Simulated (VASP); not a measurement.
Runs of VASP 6.6.1 on MnAs. The structure is that of space group F-43m (No. 216), or close to it. The cells are those of the table. 

```csv
level,U,cell,gap on the mesh (eV),pressure (GPa),moment (μB)
PBE,-,"a = 4.055 Å, angles 60.0°, 2 atoms",none,-0.9,3.93
PBE,-,"a = 4.002, b = 4.042, c = 4.042 Å, angles 59.3, 60.3, 60.3°, 2 atoms",none,(a),(b)
PBEsol,-,"a = 4.002 Å, angles 60.0°, 2 atoms",none,-3.2,3.69
PBE+U,Mn d U = 6.0 eV,"a = 4.002 Å, angles 60.0°, 2 atoms",none,10.3,4.00
PBE,-,"a = 4.002 Å, angles 60.0°, 2 atoms",none,0.1,3.71
```

Alike in all rows: task single point; potentials or basis VASP PAW PBE potentials, release 64 (Mn_pv, As); spin collinear, ferromagnetic start; k mesh 12 × 12 × 12; cutoff (eV) 520; smearing gaussian 0.05 eV.

Problem. Estimate the missing entries.

Solution. (a) -0.6; (b) 3.80.

Caveats: a cell with one magnetic atom can't hold antiferromagnetic order, which such compounds often take; the cell stands under tension (at least some runs); the PAW data sets were made with another functional, which shifts forces and pressure a little (at least some runs); the cell stands under pressure (at least some runs); the U is typed as a test and isn't derived for this compound (at least some runs).

A k mesh can miss the band edges, and the runs leave out spin-orbit coupling on As.

A gap of «none» marks levels without a gap at the run's occupations.
